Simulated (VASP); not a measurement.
A run of VASP 6.6.1 is set up as follows.

The input INCAR:

```
PREC = Accurate
ENCUT = 520
EDIFF = 1E-6
ISMEAR = 0
SIGMA = 0.15
LREAL = False
LASPH = True
NELM = 150
ALGO = Fast
ISIF = 2
LWAVE = False
LCHARG = False
ISPIN = 2
MAGMOM = 0.875
LORBIT = 11
NUPDOWN = 0.875
LMAXMIX = 4
GGA = CA
NBANDS = 15
```

File KPOINTS:

```
Automatic mesh
0
Gamma
  24 24 24
```

The input POSCAR:

```
Ni
1.0
    0.0000000000      1.7119891795      1.7119891795
    1.7119891795      0.0000000000      1.7119891795
    1.7119891795      1.7119891795      0.0000000000
Ni
1
Direct
    0.0000000000      0.0000000000      0.0000000000
```

Potentials or basis: VASP PAW LDA potentials, release 64 (Ni).

Run with:

```sh
$ cat potpaw_LDA.64/Ni/POTCAR > POTCAR
$ mpirun -np 1 vasp_std > vasp.out
```

(1) Predict the pressure.

## Answers

(1) 2.4 GPa.

Caveat: the total moment is fixed, so each spin has its own Fermi level and the state may be an excited one.
